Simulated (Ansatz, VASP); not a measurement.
# LuGaAs2: VASP beside Ansatz

POSCAR

```
LuGaAs2
1.0
    3.8976304098      0.0000000000      0.0000000000
    0.0000000000      3.8976304098      0.0000000000
    0.0000000000      0.0000000000      5.7118711173
Ga As Lu
1 2 1
Direct
    0.0000000000      0.0000000000      0.0000000000
    0.0000000000      0.0000000000      0.5000000000
    0.5000000000      0.5000000000      0.0000000000
    0.5000000000      0.5000000000      0.5000000000
```

The input INCAR.step1:

```
SYSTEM = LuGaAs2
  PREC = Accurate
  ENCUT = 520
  ISMEAR = -1
  SIGMA = 0.02
  LREAL = .False.
  LASPH = .True.
  NELM = 80
  NBANDS = 32
  GGA = PE
  ALGO = Normal
  EDIFF = 1E-4
  LWAVE = .True.
  LCHARG = .False.
```

File INCAR.step2:

```
SYSTEM = LuGaAs2
  PREC = Accurate
  ENCUT = 520
  EDIFF = 1E-6
  ISMEAR = -1
  SIGMA = 0.02
  LREAL = .False.
  LASPH = .True.
  NELM = 80
  ALGO = Normal
  ISIF = 2
  LWAVE = .False.
  LCHARG = .False.
  METAGGA = R2SCAN
  LMIXTAU = .True.
  NBANDS = 32
  ISTART = 1
```

File KPOINTS:

```
Automatic mesh
0
Gamma
  6 6 4
  0 0 0
```

Input for Ansatz:

```yaml
crystal:
  lattice:
    - [3.8976304098, 0.0, 0.0]
    - [0.0, 3.8976304098, 0.0]
    - [0.0, 0.0, 5.7118711173]
  atoms:
    - { symbol: Ga, position: [0.0, 0.0, 0.0] }
    - { symbol: As, position: [0.0, 0.0, 0.5] }
    - { symbol: Lu, position: [0.5, 0.5, 0.5] }
    - { symbol: As, position: [0.5, 0.5, 0.0] }
kpoints:
  mp_grid: { grid: [6, 6, 4] }
  band_path:
    path:
      - [0.0, 0.0, 0.0]
      - [0.0, 0.5, 0.0]
      - [0.5, 0.5, 0.0]
      - [0.0, 0.0, 0.5]
      - [0.0, 0.5, 0.5]
      - [0.5, 0.5, 0.5]
      - [0.5, 0.5, 0.15]
    npoints: 1
hamiltonian:
  xc: r2scan
scf:
  occupations: { method: fermi_dirac, width: 0.02 }
  n_extra_bands: 5
output:
  forces: true
  stress: true
  eigenvalues: true
  write_density: true
  write_potential: true
  elf: true
  volumetric_format: npy
```

Alike in both runs: task single point; functional r2SCAN; k mesh 6 × 6 × 4; occupations fermi-dirac, width 0.02 eV; no spin polarisation.

|  | VASP | Ansatz |
| --- | --- | --- |
| version | VASP 6.6.1 | Ansatz 0.2.0 |
| potentials or method | VASP PAW PBE potentials, release 64 (Ga_d, As, Lu) | plane waves, PAW |
| plane-wave cutoff (eV) | 520 | 500 |
| valence electrons in the cell | 48 | 68 |

Ansatz gave:

```
pressure (GPa) : 0.0
```

What did VASP give for the same quantities?

Pressure (GPa): 0.3.

VASP's potentials were made for PBE, not for r2SCAN. With one functional, cell and mesh, what is left measures potentials, basis and numerics. VASP's potentials hold 48 valence electrons a cell and Ansatz's 68, so a difference there can come from the potentials and not from the codes.

Neither program's run includes spin-orbit coupling.
